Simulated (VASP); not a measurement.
La4ZrO:

```xyz
6
Lattice="6.2046 0.0000 0.0000 -3.1023 5.3734 0.0000 0.0000 0.0000 5.5927" Properties=species:S:1:pos:R:3 pbc="T T T"
La    3.1023    1.7911    0.0000
La   -1.5171    2.7063    2.7963
La    1.5171    2.7063    2.7963
La    0.0000    5.3341    2.7963
Zr    0.0000    3.5822    0.0000
O     0.0000    0.0000    0.0000
```

The cell was generated, and may not be a known phase.

```yaml
Program: VASP 6.6.1
Task: relaxation of cell and atoms
Functional: PBE
Potentials_or_basis: VASP PAW PBE potentials, release 64 (La, Zr_sv, O)
Cutoff: 600 eV
k_mesh: 6 × 6 × 8
Occupations: gaussian, width 0.1 eV
Spin: no spin polarisation
```

At the start: pressure 0.6 GPa; volume 31.08 Å³/atom.

Q: Where does the relaxation end?

A: Over 6 steps the energy falls by 6.0 meV/atom and the volume is 32.05 Å³/atom (+3.1 %); space group P-6m2 (No. 187, to 0.1 Å) before and after.

Step by step:
```
step  energy change (eV)  largest force (eV/Å)  pressure (GPa)  volume (Å³)
   1              0.0000                0.0281            0.58       186.46
   2             -0.0170                0.0395            0.18       189.50
   3             -0.0252                0.0582           -0.37       194.22
   4             -0.0331                0.0318           -0.20       193.28
   5             -0.0357                0.0096           -0.04       192.45
   6             -0.0357                0.0048           -0.02       192.32
```

Final structure:
```
La Zr O
1.0
     6.39282    0.00000    0.00000
    -3.19641    5.53635    0.00000
     0.00000    0.00000    5.43383
La Zr O
4 1 1
Direct
  0.66667 0.33333 0.00000
  0.00957 0.50479 0.50000
  0.49521 0.50479 0.50000
  0.49521 0.99043 0.50000
  0.33333 0.66667 0.00000
  0.00000 0.00000 0.00000
```
